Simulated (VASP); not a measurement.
# Sn (R-3m) in VASP: further runs, part 2 of 3

VASP 6.6.1. Earlier steps stand in the parts before.

**3. Single point, PBEsol (shortest bond scaled by 0.64)**

File INCAR:

```
SYSTEM = Sn
  ALGO = Normal
  EDIFF = 1E-7
  ENCUT = 520
  GGA = PS
  ISIF = 2
  ISMEAR = -1
  LASPH = .True.
  LCHARG = .False.
  LREAL = .False.
  LWAVE = .False.
  NBANDS = 21
  NELM = 60
  PREC = Accurate
  SIGMA = 0.05
```

File KPOINTS:

```
k-points
0
Gamma
  8 8 8
  0 0 0
```

File POSCAR:

```
Sn
1.0
    0.0000000000      3.2333428000      3.2333428000
    3.2333428000      0.0000000000      3.2333428000
    3.2333428000      3.2333428000      0.0000000000
Sn
2
Direct
   -0.1350000000      0.0450000000      0.0450000000
    0.3850000000      0.2050000000      0.2050000000
```

Potentials or basis: VASP PAW PBE potentials, release 64 (Sn_d).

Started as:

```sh
cat potpaw_PBE.64/Sn_d/POTCAR > POTCAR
mpirun -np 1 vasp_std > vasp.out
```

OUTCAR:

```text
SYSTEM = Sn
   EDIFF = 1E-7
   ENCUT = 520
   GGA = PS
   ISIF = 2
   ISMEAR = -1
   LASPH = .True.
   LREAL = .False.
   NELM = 60
   PREC = Accurate

 ion  position               nearest neighbor table
   1  0.865  0.045  0.045-   2 1.79   2 3.28   2 3.28   2 3.28
   2  0.385  0.205  0.205-   1 1.79   1 3.28   1 3.28   1 3.28

 -----------------------------------------------------------------------------
|                                                                             |
|           W    W    AA    RRRRR   N    N  II  N    N   GGGG   !!!           |
|           W    W   A  A   R    R  NN   N  II  NN   N  G    G  !!!           |
|           W    W  A    A  R    R  N N  N  II  N N  N  G       !!!           |
|           W WW W  AAAAAA  RRRRR   N  N N  II  N  N N  G  GGG   !            |
|           WW  WW  A    A  R   R   N   NN  II  N   NN  G    G                |
|           W    W  A    A  R    R  N    N  II  N    N   GGGG   !!!           |
|                                                                             |
|     The distance between some ions is very small. Please check the          |
|     nearest-neighbor list in the OUTCAR file.                               |
|     I HOPE YOU KNOW WHAT YOU ARE DOING!                                     |
|                                                                             |
 -----------------------------------------------------------------------------

  LATTYP: Found a face centered cubic cell.
 ALAT       =     6.4666856000

  Lattice vectors:

 A1 = (   0.0000000000,   3.2333428000,   3.2333428000)
 A2 = (   3.2333428000,   0.0000000000,   3.2333428000)
 A3 = (   3.2333428000,   3.2333428000,   0.0000000000)

Analysis of symmetry for initial positions (statically):
=====================================================================
 Subroutine PRICEL returns:
 Original cell was already a primitive cell.

 Routine SETGRP: Setting up the symmetry group for a
 face centered cubic supercell.

 Subroutine GETGRP returns: Found 12 space group operations
 (whereof  6 operations were pure point group operations)
 out of a pool of 48 trial point group operations.

The static configuration has the point symmetry C_3v.
 The point group associated with its full space group is D_3d.

[... 137 lines left out ...]
   LORBIT       =      0    0 simple, 1 ext, 2 COOP (PROOUT), +10 PAW based schemes
   GGA     = PS    functional components
   LHFCALC =     F    Hartree Fock is set to
   AEXX    =    0.0000 exact exchange contribution
   IVDW    =     0    specifies the selected vdW correction
   LEPSILON=     F    determine dielectric tensor
   LRPA    =     F    only Hartree local field effects (RPA)
 non-spin polarized calculation
  energy-cutoff  :      520.00
  volume of cell :       67.61
 maximum number of plane-waves:      1841
 NGX is ok and might be reduce to    36
   NGX = 17   NGY = 17   NGZ = 17

 number of electron      27.9999998 magnetization

 Free energy of the ion-electron system (eV)
  ---------------------------------------------------
  ext. energy  EPLUGINS =         0.00000000
  ---------------------------------------------------
  free energy    TOTEN  =         4.23673779 eV

  energy without entropy =        4.24462146  energy(sigma->0) =        4.24067962

 E-fermi :   5.0016     XC(G=0):  -9.0620

 val. band max:        4.9686460281   @ k =   0.1250   0.0000  -0.3750
 cond. band min:       5.0344057770   @ k =   0.0000  -0.2500   0.2500
 fundamental gap:      0.0657597489
 Fermi energy:         5.0016190042

 k-point     1 :       0.0000    0.0000    0.0000
  band No.  band energies     occupation
      1     -21.1250      2.00000
      2     -19.3639      2.00000
      3     -19.3639      2.00000
      4     -17.3204      2.00000
      5     -17.3204      2.00000
      6     -16.7433      2.00000
[... 565 lines left out ...]
     20      12.7230      0.00000
     21      14.7805      0.00000

 [... further k-points ...]

------------------------ aborting loop because EDIFF is reached ----------------------------------------

  FORCE on cell =-STRESS in cart. coord.  units (eV):
  Direction    XX          YY          ZZ          XY          YZ          ZX
  --------------------------------------------------------------------------------------
  -------------------------------------------------------------------------------------
  Total       24.0921444     24.0921444     24.0921444    -25.6455978     25.6455978    -25.6455978
  in kB      570.9535674    570.9535674    570.9535674   -607.7684632    607.7684632   -607.7684632
  external PRESSURE =     570.9535674 kB  Pullay stress =       0.0000000 kB

 VOLUME and BASIS-vectors are now :
 -----------------------------------------------------------------------------
  energy-cutoff  :      520.00
  volume of cell :       67.61
      direct lattice vectors                 reciprocal lattice vectors
     0.000000000  3.233342800  3.233342800    -0.154638723  0.154638723  0.154638723
     3.233342800  0.000000000  3.233342800     0.154638723 -0.154638723  0.154638723
     3.233342800  3.233342800  0.000000000     0.154638723  0.154638723 -0.154638723

 POSITION                                       TOTAL-FORCE (eV/Angst)
 -----------------------------------------------------------------------------------
      0.29100      2.94234      2.94234       -25.275531     25.275531     25.275531
      1.32567      1.90767      1.90767        25.275531    -25.275531    -25.275531
 -----------------------------------------------------------------------------------
    total drift:                                0.000000      0.000000      0.000000

  FREE ENERGIE OF THE ION-ELECTRON SYSTEM (eV)
  ---------------------------------------------------
  free  energy   TOTEN  =         4.2367377901 eV

  energy  without entropy=        4.2446214572  energy(sigma->0) =        4.24067962
```

stdout:

```text
POSCAR found type information on POSCAR Sn
 POSCAR found :  1 types and       2 ions
 scaLAPACK will be used
 -----------------------------------------------------------------------------
|                                                                             |
|                                                                             |
[... 17 lines left out ...]
|     I HOPE YOU KNOW WHAT YOU ARE DOING!                                     |
|                                                                             |
 -----------------------------------------------------------------------------

 POSCAR, INCAR and KPOINTS ok, starting setup
 FFT: planning ... GRIDC
 FFT: planning ... GRID_SOFT
 FFT: planning ... GRID
 WAVECAR not read
 entering main loop
```

It took 2.8 min on 1 thread of Intel Xeon 8259CL, shared host; peak memory 0.24 GiB.

What came out:

| Quantity | Value |
| --- | --- |
| Free energy | 4.2367 eV |
| Pressure | 57.1 GPa |
| Largest force | 43.779 eV/Å |
| Band gap on the k mesh | zero (bands 14 and 15 overlap by 1.18 eV) |

Forces on the atoms (eV/Å):
```
Sn  -25.276  25.276  25.276
Sn   25.276 -25.276 -25.276
```

Stress tensor (GPa, compression positive):
```
 57.10 -60.78 -60.78
-60.78  57.10  60.78
-60.78  60.78  57.10
```

Caveat: the cell differs from its parent crystal (shortest bond scaled by 0.64); atoms lie so close that the PAW spheres overlap strongly, which falsifies energies and pressures; the cell stands under pressure; the PAW data sets were made with another functional, which shifts forces and pressure a little; spin-orbit coupling is left out, which moves the levels of the heavy elements.

**4. Single point, PBEsol (shortest bond scaled by 0.58)**

INCAR, as its differences from that of step 3:

```diff
@@ -2,3 +2,3 @@
   ALGO = Normal
-  EDIFF = 1E-7
+  EDIFF = 1E-6
   ENCUT = 520
@@ -12,3 +12,3 @@
   NBANDS = 21
-  NELM = 60
+  NELM = 100
   PREC = Accurate
```

KPOINTS is that of step 3.

File POSCAR:

```
Sn
1.0
    0.0000000000      3.2333428000      3.2333428000
    3.2333428000      0.0000000000      3.2333428000
    3.2333428000      3.2333428000      0.0000000000
Sn
2
Direct
   -0.1575000000      0.0525000000      0.0525000000
    0.4075000000      0.1975000000      0.1975000000
```

Started as:

```sh
cat potpaw_PBE.64/Sn_d/POTCAR > POTCAR
mpirun -np 1 vasp_std > vasp.out
```

Run time: 2.2 min. Hardware: 1 thread of Intel Xeon 8259CL, shared host; peak memory 0.24 GiB.

Results (log left out):

- Free energy: 13.3739 eV
- Pressure: 82.1 GPa
- Largest force: 64.952 eV/Å
- Band gap on the k mesh: zero (bands 14 and 15 overlap by 0.34 eV)

Forces in eV/Å, atoms in the order of the input:
```
Sn  -37.500  37.500  37.500
Sn   37.500 -37.500 -37.500
```

Stress tensor (GPa, compression positive):
```
 82.14 -82.78 -82.78
-82.78  82.14  82.78
-82.78  82.78  82.14
```

Levels at points of the mesh, in eV from the Fermi level:
| k point | band 12 | band 13 | band 14 | band 15 | band 16 | band 17 |
| --- | --- | --- | --- | --- | --- | --- |
| (0.00, 0.00, 0.00) | -0.31 | 0.06 | 0.06 | 0.10 | 3.41 | 3.41 |
| (0.50, 0.00, 0.00) | -6.21 | -1.24 | -1.24 | 2.64 | 5.06 | 5.06 |
| (0.00, 0.50, 0.00) | -4.58 | -0.75 | 0.02 | 0.03 | 2.28 | 5.85 |
| (0.50, 0.50, 0.00) | -5.11 | -2.15 | -1.07 | -0.28 | 2.59 | 8.00 |

Caveat: the cell differs from its parent crystal (shortest bond scaled by 0.58); atoms lie so close that the PAW spheres overlap strongly, which falsifies energies and pressures; the cell stands under pressure; the PAW data sets were made with another functional, which shifts forces and pressure a little; spin-orbit coupling is left out, which moves the levels of the heavy elements.

(Part 2 of 3 ends here.)
